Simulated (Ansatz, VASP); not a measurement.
Two plane-wave programs on Ba

```
Ba
1.0
     4.27947    0.00000    0.00000
    -2.13973    3.70613    0.00000
     0.00000    0.00000    3.98184
Ba
1
Direct
  0.00000 0.00000 0.50000
```

Alike in both runs: functional PBE; k mesh 6 × 6 × 4; occupations gaussian, width 0.1 eV; no spin polarisation.

Ansatz relaxed the structure, and its values are those at the end. VASP's run is a single point on that final structure, the one shown.

```csv
,VASP,Ansatz
version,VASP 6.6.1,Ansatz 0.2.0
potentials or method,"VASP PAW PBE potentials, release 64 (Ba_sv), cutoff 520 eV","scalar-relativistic, plane waves, PAW"
valence electrons in the cell,10,10
```

|  | VASP | Ansatz | Ansatz less VASP |
| --- | --- | --- | --- |
| gap on the k mesh at the Fermi level (eV) | none | none | - |
| pressure (GPa) | 0.1 | 0.0 | -0.07 |

A gap of «none» marks a metal or a gap that the smearing closes.

The k mesh is coarse, so the values compare programs but aren't converged. Spin-orbit coupling is off throughout.
